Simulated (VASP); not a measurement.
Crystal: MgO (Periclase).

```xyz
2
Lattice="0.0000 2.1085 2.1085 2.1085 0.0000 2.1085 2.1085 2.1085 0.0000" Properties=species:S:1:pos:R:3 pbc="T T T"
Mg    0.0000    0.0000    0.0000
O     2.1085    2.1085    2.1085
```

- Program: VASP 6.6.1
- Task: relaxation of cell and atoms
- Functional: LDA
- Potentials or basis: VASP PAW LDA potentials, release 64 (Mg, O)
- Cutoff: 600 eV
- k mesh: 8 × 8 × 8
- Occupations: gaussian, width 0.01 eV
- Spin: no spin polarisation

At the start: pressure -8.5 GPa; volume 9.37 Å³/atom.

Task: Where does the relaxation end?

Result: Over 3 steps the energy falls by 13.4 meV/atom and the volume is 8.89 Å³/atom (-5.2 %); space group Fm-3m (No. 225, to 0.05 Å).

Step by step:
| step | energy change (eV) | largest force (eV/Å) | pressure (GPa) | volume (Å³) |
| --- | --- | --- | --- | --- |
| 1 | 0.0000 | 0.0000 | -8.46 | 18.75 |
| 2 | -0.0228 | 0.0000 | 3.67 | 17.44 |
| 3 | -0.0267 | 0.0000 | 0.02 | 17.78 |

Final structure:
```xyz
2
Lattice="0.0000 2.0716 2.0716 2.0716 0.0000 2.0716 2.0716 2.0716 0.0000" Properties=species:S:1:pos:R:3 pbc="T T T"
Mg    0.0000    0.0000    0.0000
O     2.0716    2.0716    2.0716
```
